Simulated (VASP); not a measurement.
A run of VASP 6.6.1 is set up as follows.

The input INCAR:

```
ALGO     = Normal         # electronic algorithm
EDIFF    = 1E-7           # SCF threshold, eV
ENCUT    = 520            # plane-wave cutoff, eV
GGA      = PE             # functional
ISIF     = 2              # what is computed and relaxed
ISMEAR   = -1             # smearing method
ISPIN    = 2              # spin polarisation
LASPH    = True           # aspherical terms in the spheres
LCHARG   = True           # write CHGCAR
LELF     = True           # ELF
LMAXMIX  = 4              # l up to which the mixer works
LORBIT   = 11             # projections on sites
LREAL    = False          # projectors in reciprocal space
LVHAR    = True         
LWAVE    = False          # write WAVECAR
MAGMOM   = 3 0            # initial moments
NBANDS   = 16             # bands
NELM     = 150            # most SCF steps
PREC     = Accurate       # precision mode
SIGMA    = 0.05           # smearing width, eV
```

KPOINTS

```
k-points
0
Gamma
  9 9 9
```

The input POSCAR:

```
AlFe
1.0
    2.8706708545      0.0000000000      0.0000000000
    0.0000000000      2.8706708545      0.0000000000
    0.0000000000      0.0000000000      2.8706708545
Fe Al
1 1
Direct
    0.5000000000      0.5000000000      0.5000000000
    0.0000000000      0.0000000000      0.0000000000
```

Potentials or basis: VASP PAW PBE potentials, release 64 (Fe, Al).

Command:

```bash
$ cat potpaw_PBE.64/Fe/POTCAR potpaw_PBE.64/Al/POTCAR > POTCAR
$ mpirun -np 1 vasp_std > vasp.out
```

Estimate the pressure.

0.5 GPa.

Estimate the net moment.

0.62 μB per cell.
